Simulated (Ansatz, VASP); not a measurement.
Two plane-wave programs on AlGaN2

```xyz
4
Lattice="3.0781 0.0000 0.0000 0.0000 3.0781 0.0000 0.0000 0.0000 4.4238" Properties=species:S:1:pos:R:3 pbc="T T T"
Al    1.5390    1.5390    2.2119
Ga    0.0000    0.0000    0.0000
N     1.5390    0.0000    3.2660
N     0.0000    1.5390    1.1579
```

Change from the starting cell: strain -0.0200 x Voigt [1, 1, 0, 0, 0, 0], atoms carried along.

Alike in both runs: task single point; functional r2SCAN; k mesh 8 × 8 × 6; occupations gaussian, width 0.05 eV; no spin polarisation.

|  | VASP | Ansatz |
| --- | --- | --- |
| version | VASP 6.6.1 | Ansatz 0.2.0 |
| potentials or method | VASP PAW PBE potentials, release 64 (Al, Ga_d, N), cutoff 520 eV | scalar-relativistic, plane waves, PAW |
| valence electrons in the cell | 26 | 26 |

Ansatz gave:

| Quantity | Value |
| --- | --- |
| gap on the k mesh at the Fermi level (eV) | 3.63 |
| least direct gap on the mesh (eV) | 3.63 |
| pressure (GPa) | 8.5 |
| traceless stress, the component that is largest in VASP (GPa) | -1.98 |
| rms of the force components (eV/Å) | 0.053 |

**Question.** Which values does VASP return?

**Answer.** gap on the k mesh at the Fermi level (eV): 3.64; least direct gap on the mesh (eV): 3.64; pressure (GPa): 9.0; traceless stress, the component that is largest in VASP (GPa): -1.98; rms of the force components (eV/Å): 0.015.

VASP's potentials were made for PBE, not for r2SCAN. Atom by atom the forces differ by 0.039 eV/Å (rms over components). With one functional, cell and mesh, what is left measures potentials, basis and numerics.
